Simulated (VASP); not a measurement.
A run of VASP 6.6.1 is set up as follows.

Contents of INCAR:

```
ALGO     = Normal         # electronic algorithm
EDIFF    = 1E-7           # SCF threshold, eV
EDIFFG   = -0.01          # ionic threshold
ENCUT    = 600            # plane-wave cutoff, eV
GGA      = PE             # functional
IBRION   = 2              # ionic algorithm
ISIF     = 3              # what is computed and relaxed
ISMEAR   = 0              # smearing method
LASPH    = T              # aspherical terms in the spheres
LCHARG   = F              # write CHGCAR
LREAL    = F              # projectors in reciprocal space
LWAVE    = F              # write WAVECAR
NELM     = 80             # most SCF steps
NSW      = 100            # ionic steps
PREC     = Accurate       # precision mode
SIGMA    = 0.1            # smearing width, eV
```

File KPOINTS:

```
k-points
0
Gamma
  12 12 6
```

POSCAR

```
ZrSnSe3
1.0
    4.4586521706      0.0000000000      0.0000000000
   -2.2293260853      3.8613060464      0.0000000000
    0.0000000000      0.0000000000      7.4434410279
Zr Sn Se
1 1 3
Direct
    0.3333333333      0.6666666667      0.0000000000
    0.0000000000      0.0000000000      0.5000000000
    0.6666666667      0.3333333333      0.2594042880
    0.6666666667      0.3333333333      0.7405957120
    0.0000000000      0.0000000000      0.0000000000
```

Potentials or basis: VASP PAW PBE potentials, release 64 (Zr_sv, Sn_d, Se).

Launch:

```bash
$ cat potpaw_PBE.64/Zr_sv/POTCAR potpaw_PBE.64/Sn_d/POTCAR potpaw_PBE.64/Se/POTCAR > POTCAR
$ mpirun -np 1 vasp_std > vasp.out
```

Task: What does it give for the band gap on the k mesh?

Result: Zero (bands 22 and 23 overlap by 0.15 eV).

Task: Predict the relaxed cell.

Result: a = 4.461 Å, b = 4.461 Å, c = 7.443 Å, α = 90.00°, β = 90.00°, γ = 120.00°.

Task: What does it give for the relaxed volume?

Result: 25.65 Å³/atom.

Final structure:
```
Zr Sn Se
1.0
     4.46083    0.00000    0.00000
    -2.23041    3.86319    0.00000
     0.00000    0.00000    7.44264
Zr Sn Se
1 1 3
Direct
  0.33333 0.66667 0.00000
  0.00000 0.00000 0.50000
  0.66667 0.33333 0.25943
  0.66667 0.33333 0.74057
  0.00000 0.00000 0.00000
```

Caveat: spin-orbit coupling is left out, which moves the levels of the heavy elements.
